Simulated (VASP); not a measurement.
## HPbNO4: single point with PBE

The system is HPbNO4.

```xyz
14
Lattice="6.3030 0.0000 0.1024 0.0000 3.9241 0.0000 -2.9718 0.0000 7.4770" Properties=species:S:1:pos:R:3 pbc="T T T"
H     0.3785    0.3043    3.9198
H     2.9527    2.2664    3.6596
Pb    5.3817    2.2593    2.2318
Pb   -2.0505    0.2973    5.3476
N     1.3086    1.5062    6.0278
N     2.0226    3.4682    1.5516
O    -0.4992    0.2734    3.4682
O     0.1260    1.9075    6.1108
O     2.2112    1.9635    6.7720
O     1.6242    0.6130    5.1613
O     3.8304    2.2355    4.1111
O     3.2052    3.8696    1.4686
O     1.1201    3.9255    0.8074
O     1.7070    2.5750    2.4181
```

```
Program                : VASP 6.6.1
Task                   : single point
Functional             : PBE
Potentials or basis    : VASP PAW PBE potentials, release 64 (H, Pb_d, N, O)
Cutoff                 : 520 eV
k mesh                 : 4 × 5 × 3
Occupations            : fermi-dirac, width 0.05 eV
Spin                   : no spin polarisation
Dipole correction      : no
Further INCAR settings : ALGO = Normal; EDIFF = 1e-07; NBANDS = 57
```

```
Pressure               : 2.6 GPa
Largest force          : 0.423 eV/Å
Band gap on the k mesh : 3.09 eV (least direct gap 3.23 eV)
```

Forces in eV/Å, atoms in the order of the input:
```
H    0.089  0.001  0.044
H   -0.089  0.001 -0.044
Pb  -0.007  0.000 -0.019
Pb   0.007  0.000  0.019
N    0.020 -0.039 -0.043
N   -0.020 -0.039  0.043
O   -0.062 -0.004 -0.034
O   -0.402  0.129  0.026
O    0.292  0.142  0.243
O    0.076 -0.229 -0.225
O    0.062 -0.004  0.034
O    0.402  0.129 -0.026
O   -0.292  0.142 -0.243
O   -0.076 -0.229  0.225
```

Stress tensor (GPa, compression positive):
```
3.23 0.00 0.27
0.00 2.30 0.00
0.27 0.00 2.42
```

Levels at points of the mesh, in eV from the valence-band top:
```
           k point  band 41  band 42  band 43  band 44  band 45  band 46  band 47  band 48
(0.00, 0.00, 0.00)    -1.27    -0.48    -0.42    -0.14     3.23     3.40     4.76     4.97
(0.50, 0.00, 0.00)    -1.09    -0.78    -0.47     0.00     3.46     3.48     4.00     4.68
```

Run time: 4.7 min on 1 thread of Intel(R) Xeon(R) Platinum 8375C CPU @ 2.90GHz (Ice Lake) (shared host), peak memory 0.37 GiB.

Caveat: the standard files for N, O and F lose accuracy on very short bonds; spin-orbit coupling is left out, which moves the levels of the heavy elements; an odd mesh through Γ misses points on the zone boundary, where band edges can lie.
